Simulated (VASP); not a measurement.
# SrCl2 in VASP: notebook, part 2 of 2

VASP 6.6.1. The steps go on from the part before.

### 4 Single point, r2SCAN (epitaxial xy strain -2.5%)

Contents of POSCAR:

```
SrCl2
1.0
    0.0000000000      3.4102751331      3.5470096865
    3.4102751331      0.0000000000      3.5470096865
    3.4102751331      3.4102751331      0.0000000000
Sr Cl
1 2
Direct
    0.0000000000      0.0000000000      0.0000000000
    0.2500000000      0.2500000000      0.2500000000
    0.7500000000      0.7500000000      0.7500000000
```

Contents of INCAR.step1:

```
SYSTEM = SrCl2
PREC = Accurate ; ENCUT = 520
ISMEAR = 0 ; SIGMA = 0.01
LREAL = .False. ; LASPH = .True.
NELM = 60 ; NBANDS = 19
GGA = PE ; ALGO = Normal
EDIFF = 1E-4 ; LWAVE = .True.
LCHARG = .False.
```

Contents of INCAR.step2:

```
SYSTEM = SrCl2
PREC = Accurate ; ENCUT = 520
EDIFF = 1E-7 ; ISMEAR = 0
SIGMA = 0.01 ; LREAL = .False.
LASPH = .True. ; NELM = 60
ALGO = Normal ; ISIF = 2
LWAVE = .False. ; LCHARG = .False.
METAGGA = R2SCAN ; LMIXTAU = .True.
NBANDS = 19 ; ISTART = 1
```

Contents of KPOINTS:

```
regular mesh
0
Gamma
  6 6 6
  0 0 0
```

Potentials or basis: VASP PAW PBE potentials, release 64 (Sr_sv, Cl).

Run with:

```sh
$ cat potpaw_PBE.64/Sr_sv/POTCAR potpaw_PBE.64/Cl/POTCAR > POTCAR
$ cp INCAR.step1 INCAR
$ mpirun -np 1 vasp_std > vasp.out
$ cp INCAR.step2 INCAR
$ mpirun -np 1 vasp_std > vasp.out
```

OUTCAR:

```text
SYSTEM = SrCl2
   PREC = Accurate
   ENCUT = 520
   EDIFF = 1E-7
   ISMEAR = 0
   LREAL = .False.
   LASPH = .True.
   NELM = 60
   ISIF = 2
   METAGGA = R2SCAN
   ISTART = 1

 ion  position               nearest neighbor table
   1  0.000  0.000  0.000-   3 2.99   3 2.99   3 2.99   2 2.99   2 2.99   2 2.99   3 2.99   2 2.99

   2  0.250  0.250  0.250-   1 2.99   1 2.99   1 2.99   1 2.99
   3  0.750  0.750  0.750-   1 2.99   1 2.99   1 2.99   1 2.99

  LATTYP: Found a body centered tetragonal cell.
 ALAT       =     4.8228573447
 C/A-ratio  =     1.4709162776

  Lattice vectors:

 A1 = (  -3.4102751331,   0.0000000000,   3.5470096865)
 A2 = (   3.4102751331,   0.0000000000,   3.5470096865)
 A3 = (   0.0000000000,   3.4102751331,  -3.5470096865)

Analysis of symmetry for initial positions (statically):
=====================================================================
 Subroutine PRICEL returns:
 Original cell was already a primitive cell.

 Routine SETGRP: Setting up the symmetry group for a
 body centered tetragonal supercell.

 Subroutine GETGRP returns: Found 16 space group operations
 (whereof 16 operations were pure point group operations)
 out of a pool of 16 trial point group operations.

The static configuration has the point symmetry D_4h.

Analysis of symmetry for dynamics (positions and initial velocities):
=====================================================================
 Subroutine PRICEL returns:
 Original cell was already a primitive cell.

 Routine SETGRP: Setting up the symmetry group for a
 body centered tetragonal supercell.

 Subroutine GETGRP returns: Found 16 space group operations
 (whereof 16 operations were pure point group operations)
 out of a pool of 16 trial point group operations.

The dynamic configuration has the point symmetry D_4h.

 Subroutine INISYM returns: Found 16 space group operations
 (whereof 16 operations are pure point group operations),
 and found     1 'primitive' translations

----------------------------------------------------------------------------------------

                                     Primitive cell

  volume of cell :      82.5033

  direct lattice vectors                    reciprocal lattice vectors
     0.000000000  3.410275133  3.547009687    -0.146615736  0.146615736  0.140963810
     3.410275133  0.000000000  3.547009687     0.146615736 -0.146615736  0.140963810
     3.410275133  3.410275133  0.000000000     0.146615736  0.146615736 -0.140963810

  length of vectors
     4.920493288  4.920493288  4.822857345     0.250725236  0.250725236  0.250725236

  position of ions in fractional coordinates (direct lattice)
     0.000000000  0.000000000  0.000000000
     0.250000000  0.250000000  0.250000000
     0.750000000  0.750000000  0.750000000

  ion indices of the primitive-cell ions
   primitive index   ion index
                 1           1
                 2           2
                 3           3

----------------------------------------------------------------------------------------

 KPOINTS: regular mesh

Automatic generation of k-mesh.
 Grid dimensions read from file:
 generate k-points for:    6    6    6

 Generating k-lattice:

  Cartesian coordinates                     Fractional coordinates (reciprocal lattice)
    -0.024435956  0.024435956  0.023493968     0.166666667  0.000000000  0.000000000
     0.024435956 -0.024435956  0.023493968     0.000000000  0.166666667  0.000000000
     0.024435956  0.024435956 -0.023493968     0.000000000  0.000000000  0.166666667

  Length of vectors
     0.041787539  0.041787539  0.041787539

  Shift w.r.t. Gamma in fractional coordinates (k-lattice)
     0.000000000  0.000000000  0.000000000

 Subroutine IBZKPT returns following result:
 ===========================================

 Found     30 irreducible k-points:

 Following reciprocal coordinates:
            Coordinates               Weight
  0.000000  0.000000  0.000000      1.000000
  0.166667  0.000000  0.000000      8.000000
  0.333333  0.000000  0.000000      8.000000
  0.500000  0.000000  0.000000      4.000000
  0.166667  0.166667  0.000000      2.000000
  0.333333  0.166667  0.000000      8.000000
[... 16 lines left out ...]
  0.333333  0.000000  0.333333      4.000000
  0.500000  0.000000  0.333333     16.000000
 [... further k-points ...]
   k-points           NKPTS =     30   k-points in BZ     NKDIM =     30   number of bands    NBANDS=     19
   number of dos      NEDOS =    301   number of ions     NIONS =      3
   total plane-waves  NPLWV =  57600
   dimension x,y,z NGX =    40 NGY =   40 NGZ =   36
   dimension x,y,z NGXF=    80 NGYF=   80 NGZF=   72
   ions per type =               1   2
   NGX,Y,Z   is equivalent  to a cutoff of  13.51, 13.51, 12.41 a.u.
   NGXF,Y,Z  is equivalent  to a cutoff of  27.03, 27.03, 24.82 a.u.
 SYSTEM =  SrCl2
   PREC   = accura    normal or accurate (medium, high low for compatibility)
   ISTART =      1    job   : 0-new  1-cont  2-samecut
   ICHARG =      0    charge: 1-file 2-atom 10-const
   ISPIN  =      1    spin polarized calculation?
   LNONCOLLINEAR =      F non collinear calculations
   LSORBIT =      F    spin-orbit coupling
   LASPH  =      T    aspherical Exc in radial PAW
   ENCUT  =  520.0 eV  38.22 Ry    6.18 a.u.   9.15  9.15  8.97*2*pi/ulx,y,z
   NELM   =     60;   NELMIN=  2; NELMDL=  0     # of ELM steps
   EDIFF  = 0.1E-06   stopping-criterion for ELM
   LREAL  =      F    real-space projection
   EDIFFG = 0.1E-05   stopping-criterion for IOM
   NSW    =      0    number of steps for IOM
   IBRION =     -1    ionic relax: 0-MD 1-quasi-New 2-CG
   NFREE  =      0    steps in history (QN), initial steepest desc. (CG)
   ISIF   =      2    stress and relaxation
   ISYM   =      2    0-nonsym 1-usesym 2-fastsym
   POTIM  = 0.5000    time-step for ionic-motion
   TEBEG  =    0.0;   TEEND  =   0.0 temperature during run
   PSTRESS=    0.0 pullay stress
   NELECT =      24.0000    total number of electrons
   NUPDOWN=      -1.0000    fix difference up-down
   EMIN   =  10.00;   EMAX   =-10.00  energy-range for DOS
   EFERMI =   0.00;   METHOD = LEGACY
   ISMEAR =     0;   SIGMA  =   0.01  broadening in eV -4-tet -1-fermi 0-gaus
   EFERMI_NEDOS =   21; number of points for ismear=-14 and -15
   IALGO  =     38    algorithm
   IMIX   =      4    mixing-type and parameters
     AMIX     =   0.40;   BMIX     =  1.00
     AMIX_MAG =   1.60;   BMIX_MAG =  1.00
  volume/ion in A,a.u.               =      27.50       185.59
  Fermi-wavevector in a.u.,A,eV,Ry     =   1.084730  2.049842 16.009137  1.176638
  Thomas-Fermi vector in A             =   2.220827
   LORBIT       =      0    0 simple, 1 ext, 2 COOP (PROOUT), +10 PAW based schemes
   METAGGA = R2SCAN    functional components
   LHFCALC =     F    Hartree Fock is set to
   AEXX    =    0.0000 exact exchange contribution
   IVDW    =     0    specifies the selected vdW correction
   LEPSILON=     F    determine dielectric tensor
   LRPA    =     F    only Hartree local field effects (RPA)
 non-spin polarized calculation
 Gauss-broadening in eV      SIGMA  =   0.01
  energy-cutoff  :      520.00
  volume of cell :       82.50
 maximum number of plane-waves:      2256
 NGX is ok and might be reduce to    40
   NGX = 19   NGY = 19   NGZ = 17

 number of electron      24.0000000 magnetization

 Free energy of the ion-electron system (eV)
  ---------------------------------------------------
  ext. energy  EPLUGINS =         0.00000000
  ---------------------------------------------------
  free energy    TOTEN  =       -35.66602974 eV

  energy without entropy =      -35.66602974  energy(sigma->0) =      -35.66602974

 E-fermi :   0.1462     XC(G=0):  -8.9009

 val. band max:        0.0692728593   @ k =   0.5000   0.0000   0.5000
 cond. band min:       5.9328427263   @ k =   0.5000   0.0000   0.5000
 fundamental gap:      5.8635698670
 Fermi energy:         0.1462372516

 k-point     1 :       0.0000    0.0000    0.0000
  band No.  band energies     occupation
      1     -33.8899      2.00000
      2     -15.2759      2.00000
      3     -15.2758      2.00000
      4     -15.2648      2.00000
      5     -14.0062      2.00000
      6     -13.0622      2.00000
[... 11 lines left out ...]
     18       9.7083      0.00000
     19      10.1890      0.00000
[... 489 lines left out ...]
      3     -15.3657      2.00000
      4     -15.3032      2.00000
      5     -13.3723      2.00000
      6     -13.1609      2.00000
[... 11 lines left out ...]
     18       9.8095      0.00000
     19      10.8110      0.00000

 [... further k-points ...]

------------------------ aborting loop because EDIFF is reached ----------------------------------------

  FORCE on cell =-STRESS in cart. coord.  units (eV):
  Direction    XX          YY          ZZ          XY          YZ          ZX
  --------------------------------------------------------------------------------------
  -------------------------------------------------------------------------------------
  Total        1.1810193      1.1810193      0.0352946      0.0000000      0.0000000      0.0000000
  in kB       22.9348743     22.9348743      0.6854061      0.0000000      0.0000000      0.0000000
  external PRESSURE =      15.5183849 kB  Pullay stress =       0.0000000 kB

 VOLUME and BASIS-vectors are now :
 -----------------------------------------------------------------------------
  energy-cutoff  :      520.00
  volume of cell :       82.50
      direct lattice vectors                 reciprocal lattice vectors
     0.000000000  3.410275133  3.547009687    -0.146615736  0.146615736  0.140963810
     3.410275133  0.000000000  3.547009687     0.146615736 -0.146615736  0.140963810
     3.410275133  3.410275133  0.000000000     0.146615736  0.146615736 -0.140963810

 POSITION                                       TOTAL-FORCE (eV/Angst)
 -----------------------------------------------------------------------------------
      0.00000      0.00000      0.00000         0.000000     -0.000000     -0.000000
      1.70514      1.70514      1.77350        -0.000000     -0.000000     -0.000000
      5.11541      5.11541      5.32051         0.000000      0.000000      0.000000
 -----------------------------------------------------------------------------------
    total drift:                               -0.000000     -0.000000      0.000000

  FREE ENERGIE OF THE ION-ELECTRON SYSTEM (eV)
  ---------------------------------------------------
  free  energy   TOTEN  =       -35.6660297390 eV

  energy  without entropy=      -35.6660297390  energy(sigma->0) =      -35.66602974
```

Run time: 5.9 min. Hardware: 1 thread of Intel Xeon 8259CL, shared host; peak memory 0.26 GiB.

Results:

```yaml
Free_energy: -35.6660 eV
Pressure: 1.6 GPa
Band_gap_on_the_k_mesh: 5.86 eV
```

Levels at points of the mesh, in eV from the valence-band top:
| k point | band 10 | band 11 | band 12 | band 13 | band 14 | band 15 |
| --- | --- | --- | --- | --- | --- | --- |
| (0.00, 0.00, 0.00) | -0.66 | -0.34 | -0.34 | 5.89 | 6.53 | 6.72 |
| (0.50, 0.00, 0.00) | -1.49 | -1.21 | -1.18 | 7.18 | 7.25 | 8.16 |
| (0.50, 0.50, 0.00) | -0.44 | -0.44 | -0.25 | 5.87 | 7.55 | 8.20 |
| (0.50, 0.00, 0.50) | -0.72 | -0.36 | 0.00 | 5.86 | 7.88 | 8.20 |

Caveat: the cell differs from its parent crystal (epitaxial xy strain -2.5%); the structure was generated, so it needn't be the stable form of SrCl2; the PAW data sets were made with another functional, which shifts forces and pressure a little. A k mesh can miss the band edges.

### 5 Single point, r2SCAN (epitaxial xy strain -2.0%)

Contents of POSCAR:

```
SrCl2
1.0
    0.0000000000      3.4277637235      3.5341087098
    3.4277637235      0.0000000000      3.5341087098
    3.4277637235      3.4277637235      0.0000000000
Sr Cl
1 2
Direct
    0.0000000000      0.0000000000      0.0000000000
    0.2500000000      0.2500000000      0.2500000000
    0.7500000000      0.7500000000      0.7500000000
```

Contents of INCAR.step1:

```
SYSTEM = SrCl2
PREC     = Accurate       ! precision mode
ENCUT    = 520            ! plane-wave cutoff, eV
ISMEAR   = 0              ! smearing method
SIGMA    = 0.01           ! smearing width, eV
LREAL    = .False.        ! projectors in reciprocal space
LASPH    = .True.         ! aspherical terms in the spheres
NELM     = 80             ! most SCF steps
NBANDS   = 19             ! bands
GGA      = PE             ! functional
ALGO     = Normal         ! electronic algorithm
EDIFF    = 1E-4           ! SCF threshold, eV
LWAVE    = .True.         ! write WAVECAR
LCHARG   = .False.        ! write CHGCAR
```

Contents of INCAR.step2:

```
SYSTEM = SrCl2
PREC     = Accurate       ! precision mode
ENCUT    = 520            ! plane-wave cutoff, eV
EDIFF    = 1E-7           ! SCF threshold, eV
ISMEAR   = 0              ! smearing method
SIGMA    = 0.01           ! smearing width, eV
LREAL    = .False.        ! projectors in reciprocal space
LASPH    = .True.         ! aspherical terms in the spheres
NELM     = 80             ! most SCF steps
ALGO     = Normal         ! electronic algorithm
ISIF     = 2              ! what is computed and relaxed
LWAVE    = .False.        ! write WAVECAR
LCHARG   = .True.         ! write CHGCAR
METAGGA  = R2SCAN         ! meta-GGA
LMIXTAU  = .True.       
LELF     = .True.         ! ELF
LVHAR    = .True.       
NBANDS   = 19             ! bands
ISTART   = 1
```

KPOINTS is that of step 4.

Potentials or basis: VASP PAW PBE potentials, release 64 (Sr_sv, Cl).

Run with:

```sh
$ cat potpaw_PBE.64/Sr_sv/POTCAR potpaw_PBE.64/Cl/POTCAR > POTCAR
$ cp INCAR.step1 INCAR
$ mpirun -np 1 vasp_std > vasp.out
$ cp INCAR.step2 INCAR
$ mpirun -np 1 vasp_std > vasp.out
```

OUTCAR:

```text
SYSTEM = SrCl2
   PREC = Accurate
   ENCUT = 520
   EDIFF = 1E-7
   ISMEAR = 0
   LREAL = .False.
   LASPH = .True.
   NELM = 80
   ISIF = 2
   METAGGA = R2SCAN
   ISTART = 1

 ion  position               nearest neighbor table
   1  0.000  0.000  0.000-   3 3.00   3 3.00   3 3.00   2 3.00   3 3.00   2 3.00   2 3.00   2 3.00

   2  0.250  0.250  0.250-   1 3.00   1 3.00   1 3.00   1 3.00
   3  0.750  0.750  0.750-   1 3.00   1 3.00   1 3.00   1 3.00

  LATTYP: Found a body centered tetragonal cell.
 ALAT       =     4.8475899464
 C/A-ratio  =     1.4580889675

  Lattice vectors:

 A1 = (  -3.4277637235,   0.0000000000,   3.5341087098)
 A2 = (   3.4277637235,   0.0000000000,   3.5341087098)
 A3 = (   0.0000000000,   3.4277637235,  -3.5341087098)

Analysis of symmetry for initial positions (statically):
=====================================================================
 Subroutine PRICEL returns:
 Original cell was already a primitive cell.

 Routine SETGRP: Setting up the symmetry group for a
 body centered tetragonal supercell.

[... 162 lines left out ...]
  ---------------------------------------------------
  ext. energy  EPLUGINS =         0.00000000
  ---------------------------------------------------
  free energy    TOTEN  =       -35.67700197 eV

  energy without entropy =      -35.67700197  energy(sigma->0) =      -35.67700197

 E-fermi :   0.0771     XC(G=0):  -8.8701

 val. band max:       -0.0002060698   @ k =   0.5000   0.0000   0.5000
 cond. band min:       5.8966588574   @ k =   0.5000   0.0000   0.5000
 fundamental gap:      5.8968649272
 Fermi energy:         0.0771213934

 k-point     1 :       0.0000    0.0000    0.0000
  band No.  band energies     occupation
      1     -33.9543      2.00000
      2     -15.3367      2.00000
      3     -15.3367      2.00000
      4     -15.3280      2.00000
      5     -14.0305      2.00000
      6     -13.1041      2.00000
[... 505 lines left out ...]
      6     -13.2103      2.00000
[... 11 lines left out ...]
     18       9.7276      0.00000
     19      10.7243      0.00000

 [... further k-points ...]
[... 5 lines left out ...]
  --------------------------------------------------------------------------------------
  -------------------------------------------------------------------------------------
  Total        0.9479165      0.9479165      0.0585316      0.0000000      0.0000000      0.0000000
  in kB       18.2872760     18.2872760      1.1291956      0.0000000      0.0000000      0.0000000
  external PRESSURE =      12.5679159 kB  Pullay stress =       0.0000000 kB

 VOLUME and BASIS-vectors are now :
 -----------------------------------------------------------------------------
  energy-cutoff  :      520.00
  volume of cell :       83.05
      direct lattice vectors                 reciprocal lattice vectors
     0.000000000  3.427763724  3.534108710    -0.145867697  0.145867697  0.141478387
     3.427763724  0.000000000  3.534108710     0.145867697 -0.145867697  0.141478387
     3.427763724  3.427763724  0.000000000     0.145867697  0.145867697 -0.141478387

 POSITION                                       TOTAL-FORCE (eV/Angst)
 -----------------------------------------------------------------------------------
      0.00000      0.00000      0.00000        -0.000000     -0.000000     -0.000000
      1.71388      1.71388      1.76705         0.000000      0.000000      0.000000
      5.14165      5.14165      5.30116        -0.000000     -0.000000     -0.000000
 -----------------------------------------------------------------------------------
    total drift:                               -0.000000     -0.000000      0.000000

  FREE ENERGIE OF THE ION-ELECTRON SYSTEM (eV)
  ---------------------------------------------------
  free  energy   TOTEN  =       -35.6770019734 eV

  energy  without entropy=      -35.6770019734  energy(sigma->0) =      -35.67700197
```

Run time: 5.8 min. Hardware: 1 thread of Intel Xeon 8259CL, shared host; peak memory 0.27 GiB.

What came out:

```
Free energy            : -35.6770 eV
Pressure               : 1.3 GPa
Band gap on the k mesh : 5.90 eV
```

Stress tensor (GPa, compression positive):
```
1.83 0.00 0.00
0.00 1.83 0.00
0.00 0.00 0.11
```

Caveat: the cell differs from its parent crystal (epitaxial xy strain -2.0%); the structure was generated, so it needn't be the stable form of SrCl2; the PAW data sets were made with another functional, which shifts forces and pressure a little.

### 6 Overview

| level | cell | smearing | gap on the mesh (eV) | pressure (GPa) |
| --- | --- | --- | --- | --- |
| PBE | a = 4.971 Å, angles 59.0°, 3 atoms, atomic positions A | fermi-dirac 0.02 eV | 5.34 | 1.1 |
| PBE | a = 5.013 Å, angles 59.1°, 3 atoms, atomic positions B | fermi-dirac 0.02 eV | 5.23 | 0.1 |
| r2SCAN | a = 4.920, b = 4.920, c = 4.823 Å, angles 60.7, 60.7, 58.7°, 3 atoms, atomic positions C | gaussian 0.01 eV | 5.86 | 1.6 |
| r2SCAN | a = 4.923, b = 4.923, c = 4.848 Å, angles 60.5, 60.5, 59.0°, 3 atoms, atomic positions C | gaussian 0.01 eV | 5.90 | 1.3 |

Alike in all rows: task single point; potentials or basis VASP PAW PBE potentials, release 64 (Sr_sv, Cl); no spin polarisation; k mesh 6 × 6 × 6; cutoff (eV) 520.

Caveats: the structure was generated, so it needn't be the stable form of SrCl2; the PAW data sets were made with another functional, which shifts forces and pressure a little (at least some runs).

Total energies depend on the potentials used, so only differences within one code and one set of settings carry meaning.
